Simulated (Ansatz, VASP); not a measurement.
# Two plane-wave programs on Al2Cu

```
Al Cu
1.0
    -1.39113    1.39113    5.68923
     1.39113   -1.39113    5.68923
     1.39113    1.39113   -5.68923
Al Cu
2 1
Direct
  0.65457 0.65457 0.00000
  0.34543 0.34543 0.00000
  0.00000 0.00000 0.00000
```

Alike in both runs: functional PBE; k mesh 24 × 24 × 24; occupations gaussian, width 0.1 eV; no spin polarisation.

Ansatz relaxed the structure, and its values are those at the end. VASP's run is a single point on that final structure, the one shown.

```csv
,VASP,Ansatz
version,VASP 6.6.1,Ansatz 0.2.0
potentials or method,"VASP PAW PBE potentials, release 64 (Al, Cu), cutoff 520 eV","scalar-relativistic, plane waves, PAW"
valence electrons in the cell,17,25
```

|  | VASP | Ansatz | Ansatz less VASP |
| --- | --- | --- | --- |
| gap on the k mesh at the Fermi level (eV) | none | none | - |
| pressure (GPa) | 0.4 | 0.0 | -0.41 |
| rms of the force components (eV/Å) | 0.010 | 0.000 | -0.0096 |

A gap of «none» marks a metal or a gap that the smearing closes. The functional is the same, so the differences come from potentials, cutoffs and numerics. VASP's potentials hold 17 valence electrons a cell and Ansatz's 25, so a difference there can come from the potentials and not from the codes.
